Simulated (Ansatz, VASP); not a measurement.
# HgTe: VASP beside Ansatz

INCAR

```
ALGO = Normal ; EDIFF = 1E-6
ENCUT = 500 ; GGA = PE
GGA_COMPAT = False ; ISIF = 2
ISMEAR = -1 ; LASPH = True
LCHARG = True ; LELF = True
LREAL = False ; LVHAR = True
LWAVE = False ; NBANDS = 16
NELM = 120 ; PREC = Accurate
SIGMA = 0.03
```

File KPOINTS:

```
k-points
0
Gamma
  11 11 11
```

The input POSCAR:

```
HgTe
1.0
    0.0000000000      3.2235000000      3.3202050000
    3.2235000000      0.0000000000      3.3202050000
    3.2235000000      3.2235000000      0.0000000000
Hg Te
1 1
Direct
    0.0000000000      0.0000000000      0.0000000000
    0.7500000000      0.7500000000      0.7500000000
```

Input for Ansatz:

```yaml
crystal:
  lattice:
    - [0.0, 3.2235, 3.320205]
    - [3.2235, 0.0, 3.320205]
    - [3.2235, 3.2235, 0.0]
  atoms:
    - { symbol: Hg, position: [0.0, 0.0, 0.0] }
    - { symbol: Te, position: [0.75, 0.75, 0.75] }
kpoints:
  mp_grid: { grid: [11, 11, 11] }
  band_path:
    path:
      - [0.0, 0.0, 0.0]
      - [0.5, 0.0, 0.5]
      - [0.75, 0.25, 0.5]
      - [0.5, 0.5, 0.5]
      - [0.0, 0.0, 0.0]
      - [0.5, 0.5, 0.0]
      - [0.6321755114, 0.6321755114, 0.2643510227]
      - [0.3678244886, 0.3678244886, 0.7356489773]
      - [0.0, 0.0, 0.0]
    npoints: 5
scf:
  occupations: { method: fermi_dirac, width: 0.03 }
hamiltonian:
  xc: pbe
  pseudopotentials: { kind: all_electron, lapw: { basis_error: 0.0005 } }
output:
  forces: true
  stress: true
  eigenvalues: true
```

Change from the starting cell: zz strain of +3 %.

Alike in both runs: task single point; functional PBE; k mesh 11 × 11 × 11; occupations fermi-dirac, width 0.03 eV; no spin polarisation.

|  | VASP | Ansatz |
| --- | --- | --- |
| version | VASP 6.6.1 | Ansatz 0.2.0 |
| potentials or method | VASP PAW PBE potentials, release 64 (Hg, Te), cutoff 500 eV | all-electron LAPW, scalar-relativistic |

```tsv
	VASP	Ansatz	Ansatz less VASP
pressure (GPa)	2.6	2.6	-0.06
traceless stress, the component that is largest in VASP (GPa)	-0.27	-0.27	0.000
```

Ansatz ran all-electron here, and VASP with PAW potentials.

Spin-orbit coupling is off throughout.
